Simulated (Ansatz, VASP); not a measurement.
**One calculation of GaN, two programs**

Contents of INCAR:

```
ALGO = Normal ; EDIFF = 1E-7
ENCUT = 520 ; GGA = PE
ISIF = 2 ; ISMEAR = -1
LASPH = True ; LCHARG = False
LREAL = False ; LWAVE = False
NBANDS = 16 ; NELM = 60
PREC = Accurate ; SIGMA = 0.02
```

File KPOINTS:

```
k-points
0
Gamma
  10 10 10
```

POSCAR

```
GaN
1.0
   -0.0213324739      2.2501095926      2.2501095926
    2.2501095926     -0.0213324739      2.2501095926
    2.2501095926      2.2501095926     -0.0213324739
Ga N
1 1
Direct
   -0.0006497434     -0.0006497434     -0.0006497434
    0.2506497434      0.2506497434      0.2506497434
```

Input for Ansatz:

```yaml
crystal:
  lattice:
    - [-0.0213324739, 2.2501095926, 2.2501095926]
    - [2.2501095926, -0.0213324739, 2.2501095926]
    - [2.2501095926, 2.2501095926, -0.0213324739]
  atoms:
    - { symbol: Ga, position: [-0.0006497434, -0.0006497434, -0.0006497434] }
    - { symbol: "N", position: [0.2506497434, 0.2506497434, 0.2506497434] }
kpoints:
  mp_grid: { grid: [10, 10, 10] }
  band_path:
    path:
      - [0.0, 0.0, 0.0]
      - [-0.5, -0.5, 0.0]
      - [-0.375, -0.375, 0.25]
      - [-0.375, 0.0, 0.375]
      - [0.0, 0.0, 0.5]
      - [-0.5, -0.25, 0.25]
    npoints: 1
hamiltonian:
  xc: pbe
scf:
  occupations: { method: fermi_dirac, width: 0.02 }
  n_extra_bands: 4
output:
  forces: true
  stress: true
  eigenvalues: true
```

Change from the starting cell: epitaxial_111 strain +1.0%.

Alike in both runs: task single point; functional PBE; k mesh 10 × 10 × 10; occupations fermi-dirac, width 0.02 eV; no spin polarisation.

```csv
,VASP,Ansatz
version,VASP 6.6.1,Ansatz 0.2.0
potentials or method,"VASP PAW PBE potentials, release 64 (Ga_d, N)","plane waves, PAW"
plane-wave cutoff (eV),520,420
valence electrons in the cell,18,18
```

|  | VASP | Ansatz | Ansatz less VASP |
| --- | --- | --- | --- |
| gap on the k mesh at the Fermi level (eV) | 1.60 | 1.59 | -0.006 |
| pressure (GPa) | 3.3 | 3.2 | -0.05 |
| traceless stress, the component that is largest in VASP (GPa) | 1.43 | 1.43 | -0.002 |
| rms of the force components (eV/Å) | 0.007 | 0.008 | +0.0008 |

Atom by atom the forces differ by 0.001 eV/Å (rms over components). With one functional, cell and mesh, what is left measures potentials, basis and numerics.
